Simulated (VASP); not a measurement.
Wanted: the native input for a VASP 6.6.1 run.

| Property | Result |
| --- | --- |
| Task | single point |
| Functional | PBE |
| Potentials or basis | VASP PAW PBE potentials, release 64 (Hg, P, I) |
| Cutoff | 520 eV |
| k mesh | 8 × 8 × 8 |
| Occupations | gaussian, width 0.1 eV |
| Spin | no spin polarisation |
| Dipole correction | no |
| Further INCAR settings | ALGO = Normal; EDIFF = 1e-06; NBANDS = 27 |

The structure of HgPI3 lies in POSCAR:

```
HgPI3
1.0
    5.5870373104      0.0000000000      0.0000000000
    0.0000000000      5.5870373104      0.0000000000
    0.0000000000      0.0000000000      5.5870373104
Hg P I
1 1 3
Direct
    0.0000000000      0.0000000000      0.0000000000
    0.5000000000      0.5000000000      0.5000000000
    0.0000000000      0.5000000000      0.5000000000
    0.5000000000      0.0000000000      0.5000000000
    0.5000000000      0.5000000000      0.0000000000
```

One way to write it, as run:

INCAR

```
ALGO = Normal ; EDIFF = 1E-6
ENCUT = 520 ; GGA = PE
ISIF = 2 ; ISMEAR = 0
LASPH = True ; LCHARG = False
LREAL = False ; LWAVE = False
NBANDS = 27 ; NELM = 100
PREC = Accurate ; SIGMA = 0.1
```

KPOINTS

```
k-points
0
Gamma
  8 8 8
```

Potentials or basis: VASP PAW PBE potentials, release 64 (Hg, P, I).

The run is started by

```sh
$ cat potpaw_PBE.64/Hg/POTCAR potpaw_PBE.64/P/POTCAR potpaw_PBE.64/I/POTCAR > POTCAR
$ mpirun -np 1 vasp_std > vasp.out
```

It gave:

The pressure is 0.0 GPa. The band gap on the k mesh is zero (bands 19 and 20 overlap by 0.22 eV).

Caveat: spin-orbit coupling is left out, which moves the levels of the heavy elements.

Run time: 76 s on 1 thread of Intel(R) Xeon(R) 6975P-C (Granite Rapids) (shared host), peak memory 0.35 GiB.
